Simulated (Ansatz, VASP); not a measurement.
# One calculation of PbSe, two programs

Contents of INCAR:

```
SYSTEM = PbSe
PREC = Accurate
ENCUT = 520
EDIFF = 1E-6
ISMEAR = -1
SIGMA = 0.05
LREAL = .FALSE.
LASPH = .TRUE.
NELM = 80
ALGO = Normal
ISIF = 2
LWAVE = .FALSE.
LCHARG = .TRUE.
GGA = RE
IVDW = 13
LELF = .TRUE.
LVHAR = .TRUE.
NBANDS = 17
```

KPOINTS

```
regular mesh
0
G
  8 8 8
  0 0 0
```

Contents of POSCAR:

```
PbSe
1.0
    0.0000000000      3.0809197960      3.0809197960
    3.0809197960      0.0000000000      3.0809197960
    3.0809197960      3.0809197960      0.0000000000
Pb Se
1 1
Direct
    0.0000000000      0.0000000000      0.0000000000
    0.5000000000      0.5000000000      0.5000000000
```

Contents of input.yaml:

```yaml
crystal:
  lattice:
    - [0.0, 3.080919796, 3.080919796]
    - [3.080919796, 0.0, 3.080919796]
    - [3.080919796, 3.080919796, 0.0]
  atoms:
    - { symbol: Pb, position: [0.0, 0.0, 0.0] }
    - { symbol: Se, position: [0.5, 0.5, 0.5] }
hamiltonian:
  xc: revpbe
  pseudopotentials: { kind: paw }
  dispersion: d4
kpoints:
  mp_grid: { grid: [8, 8, 8] }
scf:
  occupations: { method: fermi_dirac, width: 0.05 }
output:
  forces: true
  stress: true
  eigenvalues: true
  write_density: true
  write_potential: true
  elf: true
  volumetric_format: npy
```

Alike in both runs: task single point; functional revPBE; dispersion D4; k mesh 8 × 8 × 8; occupations fermi-dirac, width 0.05 eV; no spin polarisation.

|  | VASP | Ansatz |
| --- | --- | --- |
| version | VASP 6.6.1 | Ansatz 0.2.0 |
| potentials or method | VASP PAW PBE potentials, release 64 (Pb_d, Se) | Ansatz PAW |
| plane-wave cutoff (eV) | 520 | 420 |
| valence electrons in the cell | 20 | 30 |

|  | VASP | Ansatz | Ansatz less VASP |
| --- | --- | --- | --- |
| gap on the k mesh at the Fermi level (eV) | 0.42 | 0.41 | -0.005 |
| least direct gap on the mesh (eV) | 0.42 | 0.41 | -0.005 |
| pressure (GPa) | -0.6 | -0.6 | +0.03 |

VASP's potentials were made for PBE, not for revPBE. VASP's potentials hold 20 valence electrons a cell and Ansatz's 30, so a difference there can come from the potentials and not from the codes.

Spin-orbit coupling is off throughout.
